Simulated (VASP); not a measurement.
# S in VASP: single point with PBE+D3(BJ)

Aim: the single point of S with PBE+D3(BJ).

All numbers are computed with VASP 6.6.1; they aren't measurements. Logs are shortened: lines on timing, memory, paths and dates and some standing lists are left out, and cuts for length are marked.

## 1. The cell of the first run

The typed cell holds 1 atom: a = 2.742 Å, b = 2.742 Å, c = 3.166 Å, α = 54.73°, β = 54.73°, γ = 70.53°.

This isn't the form of S at room conditions, which is orthorhombic, of S8 rings.

## 2. Single point, PBE+D3(BJ)

The input, INCAR:

```
ALGO     = Normal         # electronic algorithm
EDIFF    = 1E-6           # SCF threshold, eV
ENCUT    = 520            # plane-wave cutoff, eV
GGA      = PE             # functional
ISIF     = 2              # what is computed and relaxed
ISMEAR   = 0              # smearing method
IVDW     = 12             # dispersion correction
LASPH    = True           # aspherical terms in the spheres
LCHARG   = False          # write CHGCAR
LREAL    = False          # projectors in reciprocal space
LWAVE    = False          # write WAVECAR
NBANDS   = 9              # bands
NELM     = 100            # most SCF steps
PREC     = Accurate       # precision mode
SIGMA    = 0.15           # smearing width, eV
```

The input, KPOINTS:

```
k-points
0
Gamma
  22 22 22
```

The input, POSCAR:

```
S
1.0
    0.0000000000      2.2386952673      1.5827575540
    2.2386952673      0.0000000000      1.5827575540
    2.2386952673      2.2386952673      0.0000000000
S
1
Direct
    0.0000000000      0.0000000000      0.0000000000
```

Potentials or basis: VASP PAW PBE potentials, release 64 (S).

Started as:

```bash
$ cat potpaw_PBE.64/S/POTCAR > POTCAR
$ mpirun -np 1 vasp_std > vasp.out
```

OUTCAR:

```text
EDIFF = 1E-6
   ENCUT = 520
   GGA = PE
   ISIF = 2
   ISMEAR = 0
   IVDW = 12
   LASPH = True
   LREAL = False
   NELM = 100
   PREC = Accurate
 IVDW          = 12

 ion  position               nearest neighbor table
   1  0.000  0.000  0.000-

  LATTYP: Found a body centered tetragonal cell.
 ALAT       =     3.1659932090
 C/A-ratio  =     0.9998489886

  Lattice vectors:

 A1 = (   0.0000000000,  -2.2386952673,  -1.5827575540)
 A2 = (   0.0000000000,   2.2386952673,  -1.5827575540)
 A3 = (   2.2386952673,   0.0000000000,   1.5827575540)

Analysis of symmetry for initial positions (statically):
=====================================================================
 Subroutine PRICEL returns:
 Original cell was already a primitive cell.

 Routine SETGRP: Setting up the symmetry group for a
 body centered tetragonal supercell.

 Subroutine GETGRP returns: Found 16 space group operations
 (whereof 16 operations were pure point group operations)
 out of a pool of 16 trial point group operations.

The static configuration has the point symmetry D_4h.

Analysis of symmetry for dynamics (positions and initial velocities):
=====================================================================
 Subroutine PRICEL returns:
 Original cell was already a primitive cell.

 Routine SETGRP: Setting up the symmetry group for a
 body centered tetragonal supercell.

 Subroutine GETGRP returns: Found 16 space group operations
 (whereof 16 operations were pure point group operations)
 out of a pool of 16 trial point group operations.

The dynamic configuration has the point symmetry D_4h.

 Subroutine INISYM returns: Found 16 space group operations
 (whereof 16 operations are pure point group operations),
 and found     1 'primitive' translations

----------------------------------------------------------------------------------------

                                     Primitive cell

  volume of cell :      15.8648

  direct lattice vectors                    reciprocal lattice vectors
     0.000000000  2.238695267  1.582757554    -0.223344377  0.223344377  0.315904352
     2.238695267  0.000000000  1.582757554     0.223344377 -0.223344377  0.315904352
     2.238695267  2.238695267  0.000000000     0.223344377  0.223344377 -0.315904352

  length of vectors
     2.741692538  2.741692538  3.165993209     0.446722488  0.446722488  0.446722488

  position of ions in fractional coordinates (direct lattice)
     0.000000000  0.000000000  0.000000000

  ion indices of the primitive-cell ions
   primitive index   ion index
                 1           1

----------------------------------------------------------------------------------------

 KPOINTS: k-points

Automatic generation of k-mesh.
 Grid dimensions read from file:
 generate k-points for:   22   22   22

 Generating k-lattice:

  Cartesian coordinates                     Fractional coordinates (reciprocal lattice)
    -0.010152017  0.010152017  0.014359289     0.045454545  0.000000000  0.000000000
     0.010152017 -0.010152017  0.014359289     0.000000000  0.045454545  0.000000000
     0.010152017  0.010152017 -0.014359289     0.000000000  0.000000000  0.045454545

  Length of vectors
     0.020305568  0.020305568  0.020305568

  Shift w.r.t. Gamma in fractional coordinates (k-lattice)
     0.000000000  0.000000000  0.000000000

 Subroutine IBZKPT returns following result:
 ===========================================

 Found    834 irreducible k-points:

 Following reciprocal coordinates:
            Coordinates               Weight
  0.000000  0.000000  0.000000      1.000000
  0.045455 -0.000000  0.000000      8.000000
  0.090909 -0.000000  0.000000      8.000000
  0.136364 -0.000000  0.000000      8.000000
  0.181818 -0.000000  0.000000      8.000000
  0.227273  0.000000  0.000000      8.000000
[... 16 lines left out ...]
  0.500000  0.045455  0.000000      8.000000
 -0.454545  0.045455  0.000000      8.000000
 [... further k-points ...]
   k-points           NKPTS =    834   k-points in BZ     NKDIM =    834   number of bands    NBANDS=      9
   number of dos      NEDOS =    301   number of ions     NIONS =      1
   total plane-waves  NPLWV =   9600
   dimension x,y,z NGX =    20 NGY =   20 NGZ =   24
   dimension x,y,z NGXF=    40 NGYF=   40 NGZF=   48
   ions per type =               1
   NGX,Y,Z   is equivalent  to a cutoff of  12.13, 12.13, 12.60 a.u.
   NGXF,Y,Z  is equivalent  to a cutoff of  24.25, 24.25, 25.20 a.u.
 SYSTEM =  unknown system
   PREC   = accura    normal or accurate (medium, high low for compatibility)
   ISTART =      0    job   : 0-new  1-cont  2-samecut
   ICHARG =      2    charge: 1-file 2-atom 10-const
   ISPIN  =      1    spin polarized calculation?
   LNONCOLLINEAR =      F non collinear calculations
   LSORBIT =      F    spin-orbit coupling
   LASPH  =      T    aspherical Exc in radial PAW
   ENCUT  =  520.0 eV  38.22 Ry    6.18 a.u.   5.10  5.10  5.89*2*pi/ulx,y,z
   NELM   =    100;   NELMIN=  2; NELMDL= -5     # of ELM steps
   EDIFF  = 0.1E-05   stopping-criterion for ELM
   LREAL  =      F    real-space projection
   EDIFFG = 0.1E-04   stopping-criterion for IOM
   NSW    =      0    number of steps for IOM
   IBRION =     -1    ionic relax: 0-MD 1-quasi-New 2-CG
   NFREE  =      0    steps in history (QN), initial steepest desc. (CG)
   ISIF   =      2    stress and relaxation
   ISYM   =      2    0-nonsym 1-usesym 2-fastsym
   POTIM  = 0.5000    time-step for ionic-motion
   TEBEG  =    0.0;   TEEND  =   0.0 temperature during run
   PSTRESS=    0.0 pullay stress
   NELECT =       6.0000    total number of electrons
   NUPDOWN=      -1.0000    fix difference up-down
   EMIN   =  10.00;   EMAX   =-10.00  energy-range for DOS
   EFERMI =   0.00;   METHOD = LEGACY
   ISMEAR =     0;   SIGMA  =   0.15  broadening in eV -4-tet -1-fermi 0-gaus
   EFERMI_NEDOS =   21; number of points for ismear=-14 and -15
   IALGO  =     38    algorithm
   IMIX   =      4    mixing-type and parameters
     AMIX     =   0.40;   BMIX     =  1.00
     AMIX_MAG =   1.60;   BMIX_MAG =  1.00
  volume/ion in A,a.u.               =      15.86       107.06
  Fermi-wavevector in a.u.,A,eV,Ry     =   1.183897  2.237240 19.070080  1.401611
  Thomas-Fermi vector in A             =   2.320122
   LORBIT       =      0    0 simple, 1 ext, 2 COOP (PROOUT), +10 PAW based schemes
   GGA     = PE    functional components
   LHFCALC =     F    Hartree Fock is set to
   AEXX    =    0.0000 exact exchange contribution
   IVDW    =    12    specifies the selected vdW correction
   LEPSILON=     F    determine dielectric tensor
   LRPA    =     F    only Hartree local field effects (RPA)
 non-spin polarized calculation
 Gauss-broadening in eV      SIGMA  =   0.15
  energy-cutoff  :      520.00
  volume of cell :       15.86
 maximum number of plane-waves:       439
   NGX = 11   NGY = 11   NGZ = 11

 number of electron       5.9999999 magnetization

 Free energy of the ion-electron system (eV)
  ---------------------------------------------------
  ext. energy  EPLUGINS =         0.00000000
  ---------------------------------------------------
  free energy    TOTEN  =        -3.00611249 eV

  energy without entropy =       -2.99803194  energy(sigma->0) =       -3.00207221

 E-fermi :   7.5702     XC(G=0): -11.1529

 val. band max:        7.5615957497   @ k =   0.5000   0.0000   0.5000
 cond. band min:       7.6028068409   @ k =   0.4545   0.0000   0.0000
 fundamental gap:      0.0412110912
 Fermi energy:         7.5702400860

 k-point     1 :       0.0000    0.0000    0.0000
  band No.  band energies     occupation
      1      -9.2580      2.00000
      2      10.6191      0.00000
      3      10.6191      0.00000
      4      10.6195      0.00000
      5      19.8213      0.00000
      6      19.8241      0.00000
      7      19.8241      0.00000
      8      21.9717      0.00000
      9      23.5181      0.00000

 k-point     2 :       0.0455   -0.0000    0.0000
  band No.  band energies     occupation
      1      -9.2063      2.00000
      2      10.3611      0.00000
      3      10.5187      0.00000
      4      10.6036      0.00000
      5      19.6790      0.00000
      6      19.8076      0.00000
      7      20.0238      0.00000
      8      22.1486      0.00000
      9      23.1848      0.00000

 k-point     3 :       0.0909   -0.0000    0.0000
  band No.  band energies     occupation
      1      -9.0518      2.00000
      2       9.6510      0.00000
      3      10.2442      0.00000
      4      10.5574      0.00000
      5      19.2956      0.00000
      6      19.6097      0.00000
      7      20.5995      0.00000
      8      22.6017      0.00000
      9      22.7486      0.00000

 k-point     4 :       0.1364   -0.0000    0.0000
  band No.  band energies     occupation
      1      -8.7962      2.00000
      2       8.6255      0.00000
      3       9.8567      0.00000
      4      10.4837      0.00000
      5      18.7730      0.00000
      6      19.0633      0.00000
      7      21.4862      0.00000
      8      22.4314      0.00000
      9      23.2750      0.00000

 k-point     5 :       0.1818   -0.0000    0.0000
  band No.  band energies     occupation
      1      -8.4424      2.00000
      2       7.4135      1.86047
      3       9.4195      0.00000
      4      10.3877      0.00000
      5      18.2019      0.00000
      6      18.3009      0.00000
      7      22.5579      0.00000
      8      22.6162      0.00000
      9      23.2713      0.00000

 k-point     6 :       0.2273    0.0000    0.0000
  band No.  band energies     occupation
      1      -7.9958      2.00000
      2       6.1104      2.00000
      3       8.9813      0.00000
      4      10.2767      0.00000
      5      17.5184      0.00000
      6      17.6436      0.00000
      7      22.8889      0.00000
      8      23.3881      0.00000
      9      23.9327      0.00000
[... 169 lines left out ...]
 k-point    21 :       0.4091    0.0455    0.0000
  band No.  band energies     occupation
      1      -5.5499      2.00000
      2       1.2983      2.00000
      3       7.6051      0.74242
      4       9.6729      0.00000
      5      15.6048      0.00000
      6      16.3296      0.00000
      7      23.4830      0.00000
      8      25.8742      0.00000
      9      28.9811      0.00000

 k-point    22 :       0.4545    0.0455    0.0000
  band No.  band energies     occupation
      1      -5.0481      2.00000
      2       0.5468      2.00000
      3       7.4773      1.61900
      4       9.6224      0.00000
      5      15.4130      0.00000
      6      16.1768      0.00000
      7      24.1737      0.00000
      8      25.5961      0.00000
      9      29.2147      0.00000

 k-point    23 :       0.5000    0.0455    0.0000
  band No.  band energies     occupation
      1      -4.8449      2.00000
      2       0.2599      2.00000
      3       7.4344      1.79968
      4       9.6051      0.00000
      5      15.3492      0.00000
      6      16.1256      0.00000
      7      24.7014      0.00000
      8      25.1789      0.00000
      9      29.4137      0.00000

 k-point    24 :      -0.4545    0.0455    0.0000
  band No.  band energies     occupation
      1      -5.0482      2.00000
      2       0.5470      2.00000
      3       7.4773      1.61933
      4       9.6224      0.00000
      5      15.4131      0.00000
      6      16.1769      0.00000
      7      24.1779      0.00000
      8      25.5914      0.00000
      9      29.2104      0.00000

 [... further k-points ...]

------------------------ aborting loop because EDIFF is reached ----------------------------------------

 Edisp (eV)   -0.38313

 E8    (eV) :    -0.1373

  FORCE on cell =-STRESS in cart. coord.  units (eV):
  Direction    XX          YY          ZZ          XY          YZ          ZX
  --------------------------------------------------------------------------------------
  -------------------------------------------------------------------------------------
  Total      -0.45423    -0.45423    -0.45286     0.00000     0.00000     0.00000
  in kB     -45.87216   -45.87216   -45.73395     0.00000     0.00000     0.00000
  external pressure =      -45.83 kB  Pullay stress =        0.00 kB

 VOLUME and BASIS-vectors are now :
 -----------------------------------------------------------------------------
  energy-cutoff  :      520.00
  volume of cell :       15.86
      direct lattice vectors                 reciprocal lattice vectors
     0.000000000  2.238695267  1.582757554    -0.223344377  0.223344377  0.315904352
     2.238695267  0.000000000  1.582757554     0.223344377 -0.223344377  0.315904352
     2.238695267  2.238695267  0.000000000     0.223344377  0.223344377 -0.315904352

 POSITION                                       TOTAL-FORCE (eV/Angst)
 -----------------------------------------------------------------------------------
      0.00000      0.00000      0.00000         0.000000     -0.000000      0.000000
 -----------------------------------------------------------------------------------
    total drift:                               -0.000000      0.000000     -0.000000

  FREE ENERGIE OF THE ION-ELECTRON SYSTEM (eV)
  ---------------------------------------------------
  free  energy   TOTEN  =        -3.3892420081 eV

  energy  without entropy=       -3.3811614558  energy(sigma->0) =       -3.38520173
```

Wall time 44 s (1 thread of Intel Xeon Platinum 8488C (Sapphire Rapids), shared host); peak memory 0.21 GiB.

Results:

* Free energy: -3.3892 eV
* Pressure: -4.6 GPa
* Band gap on the k mesh: zero (bands 3 and 4 overlap by 6.67 eV)
* Dispersion energy per atom: -0.383 eV

Levels at points of the mesh, in eV from the Fermi level:
| k point | band 1 | band 2 | band 3 | band 4 | band 5 | band 6 | band 7 | band 8 |
| --- | --- | --- | --- | --- | --- | --- | --- | --- |
| (0.00, 0.00, 0.00) | -16.83 | 3.05 | 3.05 | 3.05 | 12.25 | 12.25 | 12.25 | 14.40 |
| (0.50, 0.00, 0.00) | -12.46 | -7.36 | -0.01 | 2.23 | 7.59 | 8.32 | 18.06 | 18.62 |
| (0.50, 0.50, 0.00) | -9.34 | -3.53 | -3.53 | -3.53 | 4.06 | 4.06 | 22.06 | 22.06 |
| (0.50, 0.00, 0.50) | -12.46 | -7.36 | -0.01 | 2.23 | 7.59 | 8.33 | 18.05 | 18.62 |

Caveat: the cell stands under tension.

The gap in the log of VASP goes by the Fermi energy; the results here count the filled bands.